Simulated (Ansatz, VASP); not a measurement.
**CaO: VASP beside Ansatz**

Contents of INCAR:

```
ALGO     = Normal         # electronic algorithm
EDIFF    = 1E-6           # SCF threshold, eV
ENCUT    = 600            # plane-wave cutoff, eV
GGA      = PE             # functional
GGA_COMPAT= False        
ISIF     = 2              # what is computed and relaxed
ISMEAR   = -1             # smearing method
LASPH    = True           # aspherical terms in the spheres
LCHARG   = True           # write CHGCAR
LELF     = True           # ELF
LREAL    = False          # projectors in reciprocal space
LVHAR    = True         
LWAVE    = False          # write WAVECAR
NBANDS   = 15             # bands
NELM     = 120            # most SCF steps
PREC     = Accurate       # precision mode
SIGMA    = 0.05           # smearing width, eV
```

Contents of KPOINTS:

```
k-points
0
Gamma
  8 8 8
```

The input POSCAR:

```
CaO
1.0
    0.0000000000      2.4570000000      2.4570000000
    2.4570000000      0.0000000000      2.4570000000
    2.4570000000      2.4570000000      0.0000000000
Ca O
1 1
Direct
    0.0000000000      0.0000000000      0.0000000000
    0.5000000000      0.5000000000      0.5000000000
```

Input for Ansatz:

```yaml
crystal:
  lattice:
    - [0.0, 2.457, 2.457]
    - [2.457, 0.0, 2.457]
    - [2.457, 2.457, 0.0]
  atoms:
    - { symbol: Ca, position: [0.0, 0.0, 0.0] }
    - { symbol: O, position: [0.5, 0.5, 0.5] }
hamiltonian:
  xc: pbe
  pseudopotentials: { kind: paw }
basis:
  ecutwfc: 420
kpoints:
  mp_grid: { grid: [8, 8, 8] }
scf:
  occupations: { method: fermi_dirac, width: 0.05 }
  lower_state_search: "off"
output:
  forces: true
  stress: true
  write_density: true
  write_potential: true
  elf: true
  volumetric_format: npy
```

Alike in both runs: task single point; functional PBE; k mesh 8 × 8 × 8; occupations fermi-dirac, width 0.05 eV; no spin polarisation.

|  | VASP | Ansatz |
| --- | --- | --- |
| version | VASP 6.6.1 | Ansatz 0.2.0 |
| potentials or method | VASP PAW PBE potentials, release 64 (Ca_sv, O), cutoff 600 eV | PAW, plane waves, scalar-relativistic |
| valence electrons in the cell | 16 | 16 |

|  | VASP | Ansatz | Ansatz less VASP |
| --- | --- | --- | --- |
| gap on the k mesh at the Fermi level (eV) | 3.64 | 3.66 | +0.016 |
| pressure (GPa) | -4.5 | -4.8 | -0.33 |

With one functional, cell and mesh, what is left measures potentials, basis and numerics.
